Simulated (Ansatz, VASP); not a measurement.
# One calculation of NaF, two programs

Contents of POSCAR:

```
NaF
1.0
    0.0000000000      2.3655017480      2.3655017480
    2.3655017480      0.0000000000      2.3655017480
    2.3655017480      2.3655017480      0.0000000000
Na F
1 1
Direct
    0.0000000000      0.0000000000      0.0000000000
    0.5000000000      0.5000000000      0.5000000000
```

File INCAR.step1:

```
SYSTEM = NaF
PREC = Accurate
ENCUT = 520
EDIFF = 1E-5
ISMEAR = -1
SIGMA = 0.05
LREAL = .FALSE.
LASPH = .TRUE.
NELM = 60
ALGO = Normal
ISIF = 2
LWAVE = .TRUE.
LCHARG = .FALSE.
GGA = PE
NBANDS = 14
```

File INCAR.step2:

```
SYSTEM = NaF
PREC = Accurate
ENCUT = 520
EDIFF = 1E-6
ISMEAR = -1
SIGMA = 0.05
LREAL = .FALSE.
LASPH = .TRUE.
NELM = 60
ALGO = Normal
ISIF = 2
LWAVE = .FALSE.
LCHARG = .FALSE.
GGA = PE
LHFCALC = .TRUE.
HFSCREEN = 0.2079
PRECFOCK = Normal
ISTART = 1
NBANDS = 14
```

File KPOINTS:

```
Automatic mesh
0
G
  6 6 6
  0 0 0
```

Contents of input:

```
crystal:
  lattice:
    - [0.0, 2.365501748, 2.365501748]
    - [2.365501748, 0.0, 2.365501748]
    - [2.365501748, 2.365501748, 0.0]
  atoms:
    - { symbol: Na, position: [0.0, 0.0, 0.0] }
    - { symbol: F, position: [0.5, 0.5, 0.5] }
hamiltonian:
  xc: hse06
  pseudopotentials: { kind: paw }
kpoints:
  mp_grid: { grid: [6, 6, 6] }
scf:
  occupations: { method: fermi_dirac, width: 0.05 }
output:
  forces: true
  stress: true
  eigenvalues: true
```

Alike in both runs: task single point; functional HSE06; k mesh 6 × 6 × 6; occupations fermi-dirac, width 0.05 eV; no spin polarisation.

```csv
,VASP,Ansatz
version,VASP 6.6.1,Ansatz 0.2.0
potentials or method,"VASP PAW PBE potentials, release 64 (Na_pv, F)",Ansatz PAW
plane-wave cutoff (eV),520,420
valence electrons in the cell,14,16
```

VASP gave:

| Property | Result |
| --- | --- |
| gap on the k mesh at the Fermi level (eV) | 8.09 |
| least direct gap on the mesh (eV) | 8.09 |
| pressure (GPa) | -2.5 |

**Question.** Which values does Ansatz return?

**Answer.** gap on the k mesh at the Fermi level (eV): 8.12; least direct gap on the mesh (eV): 8.12; pressure (GPa): -2.6.

VASP's potentials hold 14 valence electrons a cell and Ansatz's 16, so a difference there can come from the potentials and not from the codes.
